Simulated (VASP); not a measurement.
## LuC: single point with PBEsol

The system is LuC.

```
Lu C
1.0
     2.97831    0.00000    0.00000
     0.00000    3.03787    0.00000
     0.00000    0.00000    2.97831
Lu C
1 1
Direct
  0.00000 0.00000 0.00000
  0.50000 0.50000 0.50000
```

| Property | Result |
| --- | --- |
| Program | VASP 6.6.1 |
| Task | single point |
| Functional | PBEsol |
| Potentials or basis | VASP PAW PBE potentials, release 64 (Lu, C) |
| Cutoff | 520 eV |
| k mesh | 10 × 10 × 10 |
| Occupations | gaussian, width 0.05 eV |
| Spin | no spin polarisation |

```
Pressure : -2.1 GPa
```

Stress tensor (GPa, compression positive):
```
-2.05  0.00  0.00
 0.00 -2.35  0.00
 0.00  0.00 -2.05
```

Levels at points of the mesh, in eV from the Fermi level:
```tsv
k point	band 12	band 13	band 14	band 15	band 16	band 17
(0.00, 0.00, 0.00)	-4.32	-0.52	-0.51	1.05	1.29	1.29
(0.50, 0.00, 0.00)	-4.30	-4.29	-0.66	-0.30	0.78	7.62
(0.00, 0.50, 0.00)	-4.29	-4.29	-0.35	-0.35	0.64	7.28
(0.50, 0.50, 0.00)	-4.29	-2.07	-1.92	0.03	2.01	4.43
(0.50, 0.00, 0.50)	-4.29	-1.97	-1.97	0.20	1.85	4.20
(0.50, 0.50, 0.50)	-4.32	-4.32	-4.31	-4.04	8.92	9.14
```

It took 67 s on 1 thread of AMD EPYC 7R43 64-Core Processor (Zen 3), on a shared host, peak memory 0.17 GiB.

Caveat: the PAW data sets were made with another functional, which shifts forces and pressure a little; spin-orbit coupling is left out, which moves the levels of the heavy elements.
